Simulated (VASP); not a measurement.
Wanted: the native input for a VASP 6.6.1 run.

| Property | Result |
| --- | --- |
| Task | single point |
| Functional | PBE |
| Potentials or basis | VASP PAW PBE potentials, release 64 (Ag) |
| Cutoff | 520 eV |
| k mesh | 15 × 15 × 14 |
| Occupations | fermi-dirac, width 0.08 eV |
| Spin | no spin polarisation |
| Dipole correction | no |
| Further INCAR settings | ALGO = Normal; EDIFF = 1e-06; NBANDS = 12 |

The structure of Ag lies in POSCAR:

```
Ag
1.0
    2.3851134846      0.0000000000      0.0000000000
   -1.1925567423      2.0655688686      0.0000000000
    0.0000000000      0.0000000000      2.2870575014
Ag
1
Direct
    0.0000000000      0.0000000000      0.0000000000
```

This cell differs from its parent crystal: volume scaled by 0.58.

The input as run:

INCAR

```
SYSTEM = Ag
ALGO = Normal ; EDIFF = 1E-6
ENCUT = 520 ; GGA = PE
ISIF = 2 ; ISMEAR = -1
LASPH = .True. ; LCHARG = .False.
LREAL = .False. ; LWAVE = .False.
NBANDS = 12 ; NELM = 60
PREC = Accurate ; SIGMA = 0.08
```

KPOINTS

```
k-points
0
Gamma
  15 15 14
  0 0 0
```

Potentials or basis: VASP PAW PBE potentials, release 64 (Ag).

The run is started by

```bash
$ cat potpaw_PBE.64/Ag/POTCAR > POTCAR
$ mpirun -np 1 vasp_std > vasp.out
```

It gave:

- Pressure: 189.8 GPa

Run time: 22 s on 1 thread of AMD EPYC 7R43 64-Core Processor (Zen 3), with other jobs on the host, peak memory 0.1 GiB.
